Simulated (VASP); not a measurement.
# NaI (F-43m) in VASP: a series of runs, part 2 of 2

VASP 6.6.1. Earlier steps stand in the parts before.

## 3. Single point, r2SCAN

POSCAR reads:

```
NaI
1.0
    0.0000000000      3.5431916648      3.5431916648
    3.5431916648      0.0000000000      3.5431916648
    3.5431916648      3.5431916648      0.0000000000
Na I
1 1
Direct
    0.0000000000      0.0000000000      0.0000000000
    0.2500000000      0.2500000000      0.2500000000
```

INCAR.step1 reads:

```
PREC = Accurate
ENCUT = 520
ISMEAR = -1
SIGMA = 0.2
LREAL = False
LASPH = True
NELM = 100
NBANDS = 14
GGA = PE
ALGO = Normal
EDIFF = 1E-4
LWAVE = True
LCHARG = False
```

INCAR.step2 reads:

```
PREC = Accurate
ENCUT = 520
EDIFF = 1E-6
ISMEAR = -1
SIGMA = 0.2
LREAL = False
LASPH = True
NELM = 100
ALGO = Normal
ISIF = 2
LWAVE = False
LCHARG = False
METAGGA = R2SCAN
LMIXTAU = True
NBANDS = 14
ISTART = 1
```

KPOINTS reads:

```
regular mesh
0
Gamma
  4 4 4
```

Potentials or basis: VASP PAW PBE potentials, release 64 (Na_pv, I).

Command:

```console
cat potpaw_PBE.64/Na_pv/POTCAR potpaw_PBE.64/I/POTCAR > POTCAR
cp INCAR.step1 INCAR
mpirun -np 1 vasp_std > vasp.out
cp INCAR.step2 INCAR
mpirun -np 1 vasp_std > vasp.out
```

OUTCAR:

```text
PREC = Accurate
   ENCUT = 520
   EDIFF = 1E-6
   ISMEAR = -1
   LREAL = False
   LASPH = True
   NELM = 100
   ISIF = 2
   METAGGA = R2SCAN
   ISTART = 1

 ion  position               nearest neighbor table
   1  0.000  0.000  0.000-   2 3.07   2 3.07   2 3.07   2 3.07
   2  0.250  0.250  0.250-   1 3.07   1 3.07   1 3.07   1 3.07

  LATTYP: Found a face centered cubic cell.
 ALAT       =     7.0863833296

  Lattice vectors:

 A1 = (   0.0000000000,   3.5431916648,   3.5431916648)
 A2 = (   3.5431916648,   0.0000000000,   3.5431916648)
 A3 = (   3.5431916648,   3.5431916648,   0.0000000000)

Analysis of symmetry for initial positions (statically):
=====================================================================
 Subroutine PRICEL returns:
 Original cell was already a primitive cell.

 Routine SETGRP: Setting up the symmetry group for a
 face centered cubic supercell.

 Subroutine GETGRP returns: Found 24 space group operations
 (whereof 24 operations were pure point group operations)
 out of a pool of 48 trial point group operations.

The static configuration has the point symmetry T_d .

Analysis of symmetry for dynamics (positions and initial velocities):
=====================================================================
 Subroutine PRICEL returns:
 Original cell was already a primitive cell.

 Routine SETGRP: Setting up the symmetry group for a
 face centered cubic supercell.

 Subroutine GETGRP returns: Found 24 space group operations
 (whereof 24 operations were pure point group operations)
 out of a pool of 48 trial point group operations.

The dynamic configuration has the point symmetry T_d .

 Subroutine INISYM returns: Found 24 space group operations
 (whereof 24 operations are pure point group operations),
 and found     1 'primitive' translations

----------------------------------------------------------------------------------------

[... 102 lines left out ...]
   AEXX    =    0.0000 exact exchange contribution
   IVDW    =     0    specifies the selected vdW correction
   LEPSILON=     F    determine dielectric tensor
   LRPA    =     F    only Hartree local field effects (RPA)
 non-spin polarized calculation
  energy-cutoff  :      520.00
  volume of cell :       88.96
 maximum number of plane-waves:      2421
 NGX is ok and might be reduce to    40
   NGX = 19   NGY = 19   NGZ = 19

 number of electron      14.0000001 magnetization

 Free energy of the ion-electron system (eV)
  ---------------------------------------------------
  ext. energy  EPLUGINS =         0.00000000
  ---------------------------------------------------
  free energy    TOTEN  =       -30.91702289 eV

  energy without entropy =      -30.91700652  energy(sigma->0) =      -30.91701471

 E-fermi :   1.1167     XC(G=0):  -6.8012

 val. band max:       -1.4598912200   @ k =   0.0000   0.0000   0.0000
 cond. band min:       2.9640281232   @ k =   0.0000   0.0000   0.0000
 fundamental gap:      4.4239193432
 Fermi energy:         1.1167244270

 k-point     1 :       0.0000    0.0000    0.0000
  band No.  band energies     occupation
      1     -24.3445      2.00000
      2     -24.3442      2.00000
      3     -24.3442      2.00000
      4     -12.1956      2.00000
      5      -1.4599      1.99999
      6      -1.4599      1.99999
      7      -1.4599      1.99999
      8       2.9640      0.00019
      9       7.1065      0.00000
     10       7.1065      0.00000
     11       7.1067      0.00000
     12       8.8087      0.00000
     13       8.8087      0.00000
     14      10.4060      0.00000
[... 105 lines left out ...]
      1     -24.3469      2.00000
      2     -24.3454      2.00000
      3     -24.3451      2.00000
      4     -12.0128      2.00000
      5      -2.2946      2.00000
      6      -2.1994      2.00000
      7      -1.9105      2.00000
      8       4.9792      0.00000
      9       6.6524      0.00000
     10       6.6888      0.00000
     11       7.0850      0.00000
     12      10.1832      0.00000
     13      10.5941      0.00000
     14      11.0339      0.00000

------------------------ aborting loop because EDIFF is reached ----------------------------------------

  FORCE on cell =-STRESS in cart. coord.  units (eV):
  Direction    XX          YY          ZZ          XY          YZ          ZX
  --------------------------------------------------------------------------------------
  -------------------------------------------------------------------------------------
  Total       -0.0373208     -0.0373208     -0.0373208      0.0000000      0.0000000      0.0000000
  in kB       -0.6721220     -0.6721220     -0.6721220      0.0000000      0.0000000      0.0000000
  external PRESSURE =      -0.6721220 kB  Pullay stress =       0.0000000 kB

 VOLUME and BASIS-vectors are now :
 -----------------------------------------------------------------------------
  energy-cutoff  :      520.00
  volume of cell :       88.96
      direct lattice vectors                 reciprocal lattice vectors
     0.000000000  3.543191665  3.543191665    -0.141115708  0.141115708  0.141115708
     3.543191665  0.000000000  3.543191665     0.141115708 -0.141115708  0.141115708
     3.543191665  3.543191665  0.000000000     0.141115708  0.141115708 -0.141115708

 POSITION                                       TOTAL-FORCE (eV/Angst)
 -----------------------------------------------------------------------------------
      0.00000      0.00000      0.00000        -0.000000     -0.000000     -0.000000
      1.77160      1.77160      1.77160         0.000000      0.000000      0.000000
 -----------------------------------------------------------------------------------
    total drift:                               -0.000007     -0.000007     -0.000007

  FREE ENERGIE OF THE ION-ELECTRON SYSTEM (eV)
  ---------------------------------------------------
  free  energy   TOTEN  =       -30.9170228929 eV

  energy  without entropy=      -30.9170065193  energy(sigma->0) =      -30.91701471
```

OSZICAR.step1:

```text
N       E                     dE             d eps       ncg     rms          rms(c)
DAV:   1     0.848342518689E+02    0.84834E+02   -0.62013E+03   224   0.826E+02
DAV:   2     0.208283813766E+01   -0.82751E+02   -0.76384E+02   230   0.202E+02
DAV:   3    -0.518712043264E+01   -0.72700E+01   -0.72371E+01   296   0.606E+01
DAV:   4    -0.538599150788E+01   -0.19887E+00   -0.19882E+00   306   0.109E+01
DAV:   5    -0.538829042134E+01   -0.22989E-02   -0.22989E-02   306   0.110E+00    0.164E+00
DAV:   6    -0.528752286308E+01    0.10077E+00   -0.13029E-01   248   0.169E+00    0.113E+00
DAV:   7    -0.527939385343E+01    0.81290E-02   -0.10408E-01   260   0.138E+00    0.714E-01
DAV:   8    -0.528891732855E+01   -0.95235E-02   -0.10525E-02   254   0.663E-01    0.218E-01
DAV:   9    -0.528873945512E+01    0.17787E-03   -0.23645E-04   278   0.135E-01    0.671E-02
DAV:  10    -0.528911963576E+01   -0.38018E-03   -0.45228E-04   248   0.128E-01    0.184E-02
DAV:  11    -0.528913893295E+01   -0.19297E-04   -0.44086E-05   258   0.522E-02
   1 F= -.52891389E+01 E0= -.52891067E+01  d E =-.645032E-04
```

It took 55 s on 1 thread of Intel Xeon Platinum 8259CL at 2.50GHz (Skylake/Cascade Lake), shared host; peak memory 0.25 GiB.

Results:

```yaml
Free_energy: -30.9170 eV
Pressure: -0.1 GPa
Band_gap_on_the_k_mesh: 4.42 eV
```

Levels at points of the mesh, in eV from the valence-band top:
| k point | band 4 | band 5 | band 6 | band 7 | band 8 | band 9 | band 10 | band 11 |
| --- | --- | --- | --- | --- | --- | --- | --- | --- |
| (0.00, 0.00, 0.00) | -10.74 | 0.00 | 0.00 | 0.00 | 4.42 | 8.57 | 8.57 | 8.57 |
| (0.50, 0.00, 0.00) | -10.60 | -1.22 | -0.13 | -0.13 | 6.09 | 8.19 | 8.24 | 8.24 |
| (0.50, 0.50, 0.00) | -10.55 | -1.12 | -0.40 | -0.40 | 5.57 | 6.85 | 9.84 | 11.24 |

Caveat: the structure was generated, so it needn't be the stable form of NaI; the PAW data sets were made with another functional, which shifts forces and pressure a little; spin-orbit coupling is left out, which moves the levels of the heavy elements.

## 4. Single point, PBE-based screened hybrid with 10 % exact exchange

POSCAR is that of step 3.

INCAR.step1 reads:

```
SYSTEM = NaI
PREC = Accurate ; ENCUT = 520
EDIFF = 1E-5 ; ISMEAR = 0
SIGMA = 0.01 ; LREAL = .FALSE.
LASPH = .TRUE. ; NELM = 100
ALGO = Normal ; ISIF = 2
LWAVE = .TRUE. ; GGA = PE
NBANDS = 14
```

INCAR.step2 reads:

```
SYSTEM = NaI
PREC = Accurate ; ENCUT = 520
EDIFF = 1E-6 ; ISMEAR = 0
SIGMA = 0.01 ; LREAL = .FALSE.
LASPH = .TRUE. ; NELM = 100
ALGO = Normal ; ISIF = 2
LWAVE = .FALSE. ; LCHARG = .TRUE.
GGA = PE ; LHFCALC = .TRUE.
AEXX = 0.1 ; HFSCREEN = 0.2078
PRECFOCK = Normal ; LELF = .TRUE.
LVHAR = .TRUE. ; ISTART = 1
NBANDS = 14
```

KPOINTS reads:

```
regular mesh
0
G
  4 4 4
  0 0 0
```

Command:

```console
cat potpaw_PBE.64/Na_pv/POTCAR potpaw_PBE.64/I/POTCAR > POTCAR
cp INCAR.step1 INCAR
mpirun -np 1 vasp_std > vasp.out
cp INCAR.step2 INCAR
mpirun -np 1 vasp_std > vasp.out
```

Run time: 4.9 min. Hardware: 1 thread of Intel Xeon Platinum 8259CL at 2.50GHz (Skylake/Cascade Lake), shared host; peak memory 0.35 GiB.

Results (log left out):

```
Free energy            : -5.6242 eV
Pressure               : 0.3 GPa
Band gap on the k mesh : 4.21 eV
```

Levels at points of the mesh, in eV from the valence-band top:
```csv
k point,band 5,band 6,band 7,band 8,band 9,band 10
"(0.00, 0.00, 0.00)",0.00,0.00,0.00,4.21,8.34,8.34
"(0.50, 0.00, 0.00)",-1.25,-0.14,-0.14,5.82,8.09,8.09
"(0.50, 0.50, 0.00)",-1.16,-0.41,-0.41,5.56,6.61,9.49
```

Caveat: the structure was generated, so it needn't be the stable form of NaI; the PAW data sets were made with another functional, which shifts forces and pressure a little; spin-orbit coupling is left out, which moves the levels of the heavy elements.

## 5. Single point, HSE06

POSCAR is that of step 4.

INCAR.step1, as its differences from that of step 4:

```diff
@@ -4,3 +4,3 @@
 SIGMA = 0.01 ; LREAL = .FALSE.
-LASPH = .TRUE. ; NELM = 100
+LASPH = .TRUE. ; NELM = 60
 ALGO = Normal ; ISIF = 2
```

INCAR.step2 reads:

```
SYSTEM = NaI
PREC = Accurate ; ENCUT = 520
EDIFF = 1E-7 ; ISMEAR = 0
SIGMA = 0.01 ; LREAL = .FALSE.
LASPH = .TRUE. ; NELM = 60
ALGO = Normal ; ISIF = 2
LWAVE = .FALSE. ; LCHARG = .TRUE.
GGA = PE ; LHFCALC = .TRUE.
HFSCREEN = 0.2079 ; PRECFOCK = Normal
LELF = .TRUE. ; LVHAR = .TRUE.
ISTART = 1 ; NBANDS = 14
```

KPOINTS is that of step 4.

Command:

```console
cat potpaw_PBE.64/Na_pv/POTCAR potpaw_PBE.64/I/POTCAR > POTCAR
cp INCAR.step1 INCAR
mpirun -np 1 vasp_std > vasp.out
cp INCAR.step2 INCAR
mpirun -np 1 vasp_std > vasp.out
```

Wall time 9.9 min (1 thread of Intel Xeon Platinum 8259CL at 2.50GHz (Skylake/Cascade Lake), shared host); peak memory 0.35 GiB.

The run converged. Its results:

| Item | Value |
| --- | --- |
| Free energy | -6.1521 eV |
| Pressure | 0.2 GPa |
| Band gap on the k mesh | 4.80 eV |

Levels at points of the mesh, in eV from the valence-band top:
| k point | band 4 | band 5 | band 6 | band 7 | band 8 | band 9 | band 10 | band 11 |
| --- | --- | --- | --- | --- | --- | --- | --- | --- |
| (0.00, 0.00, 0.00) | -11.32 | 0.00 | 0.00 | 0.00 | 4.80 | 9.01 | 9.01 | 9.01 |
| (0.50, 0.00, 0.00) | -11.17 | -1.29 | -0.14 | -0.14 | 6.45 | 8.74 | 8.74 | 8.74 |
| (0.50, 0.50, 0.00) | -11.12 | -1.19 | -0.43 | -0.43 | 6.12 | 7.24 | 10.19 | 11.63 |

Caveat: the structure was generated, so it needn't be the stable form of NaI; the PAW data sets were made with another functional, which shifts forces and pressure a little; spin-orbit coupling is left out, which moves the levels of the heavy elements.

## 6. Overview

```csv
level,smearing,grid for exact exchange (PRECFOCK),share of exact exchange,screening parameter,gap on the mesh (eV),pressure (GPa)
r2SCAN,methfessel-paxton 0.001 eV,-,-,-,4.42,-0.1
r2SCAN,fermi-dirac 0.2 eV,-,-,-,4.42,-0.1
PBE-based screened hybrid with 10 % exact exchange,gaussian 0.01 eV,Normal,0.1,0.2078 1/Å,4.21,0.3
HSE06,gaussian 0.01 eV,Normal,0.25,0.2079 1/Å,4.80,0.2
```

Alike in all rows: task single point; potentials or basis VASP PAW PBE potentials, release 64 (Na_pv, I); no spin polarisation; cell as given; k mesh 4 × 4 × 4; cutoff (eV) 520.

On the cell as given the gap runs from 4.21 eV (PBE-based screened hybrid with 10 % exact exchange) to 4.80 eV (HSE06). The pressure there spans -0.1 GPa (r2SCAN) to 0.3 GPa (PBE-based screened hybrid with 10 % exact exchange); a positive pressure means that this level wants a larger cell, a negative one a smaller.

Caveats: the structure was generated, so it needn't be the stable form of NaI; the PAW data sets were made with another functional, which shifts forces and pressure a little; spin-orbit coupling is left out, which moves the levels of the heavy elements.

Absolute energies hang on the potentials; compare differences alone.
